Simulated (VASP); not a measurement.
A run of VASP 6.6.1 is set up as follows.

INCAR

```
ALGO = Normal ; EDIFF = 1E-7
EDIFFG = -0.002 ; ENCUT = 520
IBRION = 2 ; ISIF = 2
ISMEAR = 0 ; LASPH = True
LCHARG = False ; LREAL = False
LWAVE = False ; NELM = 100
NSW = 50 ; PREC = Accurate
SIGMA = 0.01
```

KPOINTS

```
k-points
0
Gamma
  8 8 4
```

The input POSCAR:

```
SiC
1.0
    3.0563617626      0.0000000000      0.0000000000
   -1.5281808813      2.6468869296      0.0000000000
    0.0000000000      0.0000000000      4.9908338809
Si C
2 2
Direct
    0.3333333333      0.6666666667      0.0045956371
    0.6666666667      0.3333333333      0.5045956371
    0.3333333333      0.6666666667      0.3804043629
    0.6666666667      0.3333333333      0.8804043629
```

Potentials or basis: VASP PAW LDA potentials, release 64 (Si, C).

The run is started by

```bash
$ cat potpaw_LDA.64/Si/POTCAR potpaw_LDA.64/C/POTCAR > POTCAR
$ mpirun -np 1 vasp_std > vasp.out
```

Q: Predict the band gap on the k mesh.

A: 2.41 eV (least direct gap 3.88 eV).

Q: What does it give for the energy gained by relaxing?

A: 0.0 meV/atom.

Stress tensor (GPa, compression positive):
```
0.73 0.00 0.00
0.00 0.73 0.00
0.00 0.00 3.26
```

Caveat: the cell differs from its parent crystal (z stretched by -0.5 %, x and y held). A k mesh can miss the band edges.
